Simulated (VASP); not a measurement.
## Ba: single point with BLYP

The system is Ba.

```
CELL_PARAMETERS angstrom
-3.76736 3.76661 2.02828
3.76661 -3.76736 2.02828
3.76918 3.76918 -2.02965
ATOMIC_POSITIONS crystal
Ba 0.99998 0.00002 0.00000
Ba 0.75002 0.24998 0.50000
```

| Item | Value |
| --- | --- |
| Program | VASP 6.6.1 |
| Task | single point |
| Functional | BLYP |
| Potentials or basis | VASP PAW PBE potentials, release 64 (Ba_sv) |
| Cutoff | 520 eV |
| k mesh | 10 × 10 × 7 |
| Occupations | fermi-dirac, width 0.1 eV |
| Spin | no spin polarisation |

```
Pressure               : 1.2 GPa
Band gap on the k mesh : zero (bands 10 and 11 overlap by 0.27 eV)
```

Stress tensor (GPa, compression positive):
```
1.16 0.00 0.00
0.00 1.16 0.00
0.00 0.00 1.27
```

Levels at points of the mesh, in eV from the Fermi level:
| k point | band 7 | band 8 | band 9 | band 10 | band 11 | band 12 | band 13 | band 14 |
| --- | --- | --- | --- | --- | --- | --- | --- | --- |
| (0.00, 0.00, 0.00) | -13.84 | -13.84 | -2.57 | -0.94 | 0.33 | 0.38 | 1.00 | 3.02 |
| (0.50, 0.00, 0.00) | -14.04 | -13.80 | -0.65 | -0.52 | 0.28 | 0.93 | 1.60 | 1.89 |
| (0.50, 0.50, 0.00) | -13.84 | -13.84 | -0.94 | -0.94 | 0.60 | 0.60 | 1.59 | 1.59 |

It took 2.7 min on 1 thread of Intel(R) Xeon(R) 6975P-C (Granite Rapids) (shared host), peak memory 0.48 GiB.

Caveat: the PAW data sets were made with another functional, which shifts forces and pressure a little; spin-orbit coupling is left out, which moves the levels of the heavy elements.
